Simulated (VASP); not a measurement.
# SnO2 (I4_1/amd) in VASP: further runs

The runs below take SnO2 through single point, with LDA.

All numbers are computed with VASP 6.6.1; they aren't measurements. Logs are shortened: lines on timing, memory, paths and dates and some standing lists are left out, and cuts for length are marked.

### Step 1. The cell of the first run

It takes space group I4_1/amd (No. 141, tetragonal). Conventional cell: a = 4.000 Å, b = 4.000 Å, c = 10.247 Å, α = 90.00°, β = 90.00°, γ = 90.00°. Sn (site symmetry -4m2) has 6 O at 2.06 to 2.09 Å within 2.7 Å. O (site symmetry 2mm) has 3 Sn at 2.06 to 2.09 Å and 2 O at 2.57 Å within 2.7 Å.

### Step 2. Single point, LDA

Contents of INCAR:

```
PREC = Accurate
ENCUT = 520
EDIFF = 1E-6
ISMEAR = 0
SIGMA = 0.1
LREAL = F
LASPH = T
NELM = 100
ALGO = Normal
ISIF = 2
LWAVE = F
LCHARG = F
GGA = CA
NBANDS = 35
```

Contents of KPOINTS:

```
regular mesh
0
Gamma
  6 6 6
```

Contents of POSCAR:

```
SnO2
1.0
   -2.0000686112      2.0000686112      5.1236788559
    2.0000686112     -2.0000686112      5.1236788559
    2.0000686112      2.0000686112     -5.1236788559
Sn O
2 4
Direct
    0.7500000000      0.2500000000      0.5000000000
    0.0000000000      0.0000000000      0.0000000000
    0.7965225900      0.7965225900      0.0000000000
    0.9534774100      0.4534774100      0.5000000000
    0.2034774100      0.2034774100      0.0000000000
    0.5465225900      0.0465225900      0.5000000000
```

Potentials or basis: VASP PAW LDA potentials, release 64 (Sn_d, O).

Launch:

```console
cat potpaw_LDA.64/Sn_d/POTCAR potpaw_LDA.64/O/POTCAR > POTCAR
mpirun -np 1 vasp_std > vasp.out
```

OUTCAR:

```text
PREC = Accurate
   ENCUT = 520
   EDIFF = 1E-6
   ISMEAR = 0
   LREAL = F
   LASPH = T
   NELM = 100
   ISIF = 2
   GGA = CA

 ion  position               nearest neighbor table
   1  0.750  0.250  0.500-   3 2.06   5 2.06   3 2.06   5 2.06   4 2.09   6 2.09   2 3.25   2 3.25
                             2 3.25   2 3.25
   2  0.000  0.000  0.000-   6 2.06   4 2.06   6 2.06   4 2.06   3 2.09   5 2.09   1 3.25   1 3.25
                             1 3.25   1 3.25
   3  0.797  0.797  0.000-   1 2.06   1 2.06   2 2.09
   4  0.953  0.453  0.500-   2 2.06   2 2.06   1 2.09
   5  0.203  0.203  0.000-   1 2.06   1 2.06   2 2.09
   6  0.547  0.047  0.500-   2 2.06   2 2.06   1 2.09

  LATTYP: Found a body centered tetragonal cell.
 ALAT       =     4.0001372224
 C/A-ratio  =     2.5617515455

  Lattice vectors:

 A1 = (  -2.0000686112,   2.0000686112,   5.1236788559)
 A2 = (   2.0000686112,  -2.0000686112,   5.1236788559)
 A3 = (   2.0000686112,   2.0000686112,  -5.1236788559)

Analysis of symmetry for initial positions (statically):
=====================================================================
 Subroutine PRICEL returns:
 Original cell was already a primitive cell.

 Routine SETGRP: Setting up the symmetry group for a
 body centered tetragonal supercell.

 Subroutine GETGRP returns: Found 16 space group operations
 (whereof  8 operations were pure point group operations)
 out of a pool of 16 trial point group operations.

The static configuration has the point symmetry D_2d.
 The point group associated with its full space group is D_4h.

Analysis of symmetry for dynamics (positions and initial velocities):
=====================================================================
 Subroutine PRICEL returns:
 Original cell was already a primitive cell.

 Routine SETGRP: Setting up the symmetry group for a
 body centered tetragonal supercell.

 Subroutine GETGRP returns: Found 16 space group operations
 (whereof  8 operations were pure point group operations)
 out of a pool of 16 trial point group operations.

The dynamic configuration has the point symmetry D_2d.
 The point group associated with its full space group is D_4h.

 Subroutine INISYM returns: Found 16 space group operations
 (whereof  8 operations are pure point group operations),
 and found     1 'primitive' translations

----------------------------------------------------------------------------------------

                                     Primitive cell

  volume of cell :      81.9845

  direct lattice vectors                    reciprocal lattice vectors
    -2.000068611  2.000068611  5.123678856     0.000000000  0.249991424  0.097586132
     2.000068611 -2.000068611  5.123678856     0.249991424  0.000000000  0.097586132
     2.000068611  2.000068611 -5.123678856     0.249991424  0.249991424  0.000000000

  length of vectors
     5.852574982  5.852574982  5.852574982     0.268363122  0.268363122  0.353541262

  position of ions in fractional coordinates (direct lattice)
     0.750000000  0.250000000  0.500000000
     0.000000000  0.000000000  0.000000000
     0.796522590  0.796522590  0.000000000
     0.953477410  0.453477410  0.500000000
     0.203477410  0.203477410  0.000000000
     0.546522590  0.046522590  0.500000000

  ion indices of the primitive-cell ions
   primitive index   ion index
                 1           1
                 2           2
                 3           3
                 4           4
                 5           5
                 6           6

----------------------------------------------------------------------------------------

 KPOINTS: regular mesh

Automatic generation of k-mesh.
 Grid dimensions read from file:
 generate k-points for:    6    6    6

 Generating k-lattice:

  Cartesian coordinates                     Fractional coordinates (reciprocal lattice)
     0.000000000  0.041665237  0.016264355     0.166666667  0.000000000  0.000000000
     0.041665237  0.000000000  0.016264355     0.000000000  0.166666667  0.000000000
     0.041665237  0.041665237  0.000000000     0.000000000  0.000000000  0.166666667

  Length of vectors
     0.044727187  0.044727187  0.058923544

  Shift w.r.t. Gamma in fractional coordinates (k-lattice)
     0.000000000  0.000000000  0.000000000

 Subroutine IBZKPT returns following result:
 ===========================================

 Found     30 irreducible k-points:

 Following reciprocal coordinates:
            Coordinates               Weight
  0.000000  0.000000  0.000000      1.000000
  0.166667  0.000000  0.000000      8.000000
  0.333333  0.000000  0.000000      8.000000
  0.500000  0.000000  0.000000      4.000000
  0.166667  0.166667  0.000000      8.000000
  0.333333  0.166667  0.000000     16.000000
[... 16 lines left out ...]
 -0.333333 -0.333333  0.166667      8.000000
 -0.166667 -0.333333  0.166667      8.000000
 [... further k-points ...]
   k-points           NKPTS =     30   k-points in BZ     NKDIM =     30   number of bands    NBANDS=     35
   number of dos      NEDOS =    301   number of ions     NIONS =      6
   total plane-waves  NPLWV = 110592
   dimension x,y,z NGX =    48 NGY =   48 NGZ =   48
   dimension x,y,z NGXF=    96 NGYF=   96 NGZF=   96
   ions per type =               2   4
   NGX,Y,Z   is equivalent  to a cutoff of  13.63, 13.63, 13.63 a.u.
   NGXF,Y,Z  is equivalent  to a cutoff of  27.27, 27.27, 27.27 a.u.
 SYSTEM =  unknown system
   PREC   = accura    normal or accurate (medium, high low for compatibility)
   ISTART =      0    job   : 0-new  1-cont  2-samecut
   ICHARG =      2    charge: 1-file 2-atom 10-const
   ISPIN  =      1    spin polarized calculation?
   LNONCOLLINEAR =      F non collinear calculations
   LSORBIT =      F    spin-orbit coupling
   LASPH  =      T    aspherical Exc in radial PAW
   ENCUT  =  520.0 eV  38.22 Ry    6.18 a.u.  10.88 10.88 10.88*2*pi/ulx,y,z
   NELM   =    100;   NELMIN=  2; NELMDL= -5     # of ELM steps
   EDIFF  = 0.1E-05   stopping-criterion for ELM
   LREAL  =      F    real-space projection
   EDIFFG = 0.1E-04   stopping-criterion for IOM
   NSW    =      0    number of steps for IOM
   IBRION =     -1    ionic relax: 0-MD 1-quasi-New 2-CG
   NFREE  =      0    steps in history (QN), initial steepest desc. (CG)
   ISIF   =      2    stress and relaxation
   ISYM   =      2    0-nonsym 1-usesym 2-fastsym
   POTIM  = 0.5000    time-step for ionic-motion
   TEBEG  =    0.0;   TEEND  =   0.0 temperature during run
   PSTRESS=    0.0 pullay stress
   NELECT =      52.0000    total number of electrons
   NUPDOWN=      -1.0000    fix difference up-down
   EMIN   =  10.00;   EMAX   =-10.00  energy-range for DOS
   EFERMI =   0.00;   METHOD = LEGACY
   ISMEAR =     0;   SIGMA  =   0.10  broadening in eV -4-tet -1-fermi 0-gaus
   EFERMI_NEDOS =   21; number of points for ismear=-14 and -15
   IALGO  =     38    algorithm
   IMIX   =      4    mixing-type and parameters
     AMIX     =   0.40;   BMIX     =  1.00
     AMIX_MAG =   1.60;   BMIX_MAG =  1.00
  volume/ion in A,a.u.               =      13.66        92.21
  Fermi-wavevector in a.u.,A,eV,Ry     =   1.406583  2.658057 26.918799  1.978476
  Thomas-Fermi vector in A             =   2.528929
   LORBIT       =      0    0 simple, 1 ext, 2 COOP (PROOUT), +10 PAW based schemes
   GGA     = CA    functional components
   LHFCALC =     F    Hartree Fock is set to
   AEXX    =    0.0000 exact exchange contribution
   IVDW    =     0    specifies the selected vdW correction
   LEPSILON=     F    determine dielectric tensor
   LRPA    =     F    only Hartree local field effects (RPA)
 non-spin polarized calculation
 Gauss-broadening in eV      SIGMA  =   0.10
  energy-cutoff  :      520.00
  volume of cell :       81.98
 maximum number of plane-waves:      2244
 NGX is ok and might be reduce to    48
   NGX = 21   NGY = 21   NGZ = 21

 number of electron      52.0000007 magnetization

 Free energy of the ion-electron system (eV)
  ---------------------------------------------------
  ext. energy  EPLUGINS =         0.00000000
  ---------------------------------------------------
  free energy    TOTEN  =       -41.72467031 eV

  energy without entropy =      -41.72467031  energy(sigma->0) =      -41.72467031

 E-fermi :   4.1663     XC(G=0): -10.8688

 val. band max:        3.7385005383   @ k =   0.3333   0.3333   0.1667
 cond. band min:       5.2719534435   @ k =   0.0000   0.0000   0.0000
 fundamental gap:      1.5334529051
 Fermi energy:         4.1662843621

 k-point     1 :       0.0000    0.0000    0.0000
  band No.  band energies     occupation
      1     -16.5463      2.00000
      2     -16.5305      2.00000
      3     -16.3999      2.00000
      4     -15.8541      2.00000
      5     -15.7551      2.00000
      6     -15.7551      2.00000
[... 27 lines left out ...]
     34      15.8812      0.00000
     35      15.8940      0.00000

 k-point     2 :       0.1667    0.0000    0.0000
  band No.  band energies     occupation
      1     -16.5760      2.00000
      2     -16.4265      2.00000
      3     -16.3503      2.00000
      4     -15.8644      2.00000
      5     -15.7614      2.00000
      6     -15.7492      2.00000
[... 27 lines left out ...]
     34      15.0862      0.00000
     35      15.4555      0.00000

 k-point     3 :       0.3333    0.0000    0.0000
  band No.  band energies     occupation
      1     -16.5745      2.00000
      2     -16.3574      2.00000
      3     -16.1651      2.00000
      4     -15.8873      2.00000
      5     -15.7727      2.00000
      6     -15.7360      2.00000
[... 27 lines left out ...]
     34      14.8719      0.00000
     35      15.3701      0.00000

 k-point     4 :       0.5000    0.0000    0.0000
  band No.  band energies     occupation
      1     -16.5740      2.00000
      2     -16.3265      2.00000
      3     -16.0679      2.00000
      4     -15.8999      2.00000
      5     -15.7778      2.00000
      6     -15.7229      2.00000
[... 27 lines left out ...]
     34      15.4751      0.00000
     35      16.3068      0.00000

 k-point     5 :       0.1667    0.1667    0.0000
  band No.  band energies     occupation
      1     -16.5781      2.00000
      2     -16.3825      2.00000
      3     -16.2801      2.00000
      4     -15.8342      2.00000
      5     -15.7766      2.00000
      6     -15.7447      2.00000
[... 638 lines left out ...]
 k-point    22 :      -0.1667    0.5000    0.1667
  band No.  band energies     occupation
      1     -16.6125      2.00000
      2     -16.4318      2.00000
      3     -16.0880      2.00000
      4     -15.7832      2.00000
      5     -15.7794      2.00000
      6     -15.7514      2.00000
[... 27 lines left out ...]
     34      15.0617      0.00000
     35      15.4398      0.00000

 k-point    23 :      -0.3333   -0.3333    0.1667
  band No.  band energies     occupation
      1     -16.6277      2.00000
      2     -16.5198      2.00000
      3     -16.0881      2.00000
      4     -15.8239      2.00000
      5     -15.7583      2.00000
      6     -15.7429      2.00000
[... 27 lines left out ...]
     34      15.2903      0.00000
     35      16.0078      0.00000

 k-point    24 :      -0.1667   -0.3333    0.1667
  band No.  band energies     occupation
      1     -16.6618      2.00000
      2     -16.5038      2.00000
      3     -16.2151      2.00000
      4     -15.7862      2.00000
      5     -15.7784      2.00000
      6     -15.7610      2.00000
[... 27 lines left out ...]
     34      15.4690      0.00000
     35      15.4846      0.00000

 [... further k-points ...]

------------------------ aborting loop because EDIFF is reached ----------------------------------------

  FORCE on cell =-STRESS in cart. coord.  units (eV):
  Direction    XX          YY          ZZ          XY          YZ          ZX
  --------------------------------------------------------------------------------------
  -------------------------------------------------------------------------------------
  Total       -1.3975675     -1.3975675     -1.8774817      0.0000000      0.0000000      0.0000000
  in kB      -27.3118857    -27.3118857    -36.6905833      0.0000000      0.0000000      0.0000000
  external PRESSURE =     -30.4381182 kB  Pullay stress =       0.0000000 kB

 VOLUME and BASIS-vectors are now :
 -----------------------------------------------------------------------------
  energy-cutoff  :      520.00
  volume of cell :       81.98
      direct lattice vectors                 reciprocal lattice vectors
    -2.000068611  2.000068611  5.123678856     0.000000000  0.249991424  0.097586132
     2.000068611 -2.000068611  5.123678856     0.249991424  0.000000000  0.097586132
     2.000068611  2.000068611 -5.123678856     0.249991424  0.249991424  0.000000000

 POSITION                                       TOTAL-FORCE (eV/Angst)
 -----------------------------------------------------------------------------------
     -0.00000      2.00007      2.56184        -0.000000     -0.000000     -0.000000
      0.00000      0.00000      0.00000        -0.000000     -0.000000     -0.000000
      0.00000      0.00000      8.16225        -0.000000      0.000000      0.157951
      0.00000      2.00007      4.64695         0.000000     -0.000000     -0.157951
      0.00000      0.00000      2.08511        -0.000000      0.000000     -0.157951
      0.00000      2.00007      0.47673         0.000000     -0.000000      0.157951
 -----------------------------------------------------------------------------------
    total drift:                                0.000000      0.000000     -0.000000

  FREE ENERGIE OF THE ION-ELECTRON SYSTEM (eV)
  ---------------------------------------------------
  free  energy   TOTEN  =       -41.7246703069 eV

  energy  without entropy=      -41.7246703069  energy(sigma->0) =      -41.72467031
```

It took 5 min on 1 thread of Intel Xeon 8259CL, shared host; peak memory 0.28 GiB.

Results:

| Property | Result |
| --- | --- |
| Free energy | -41.7247 eV |
| Pressure | -3.0 GPa |
| Largest force | 0.158 eV/Å |
| Band gap on the k mesh | 1.53 eV (least direct gap 1.91 eV) |

Forces on the atoms (eV/Å):
```
Sn   0.000  0.000  0.000
Sn   0.000  0.000  0.000
O    0.000  0.000  0.158
O    0.000  0.000 -0.158
O    0.000  0.000 -0.158
O    0.000  0.000  0.158
```

Stress tensor (GPa, compression positive):
```
-2.73  0.00  0.00
 0.00 -2.73  0.00
 0.00  0.00 -3.67
```

Caveat: the cell stands under tension; spin-orbit coupling is left out, which moves the levels of the heavy elements. A k mesh can miss the band edges.

(Continued in part 2 of 2.)
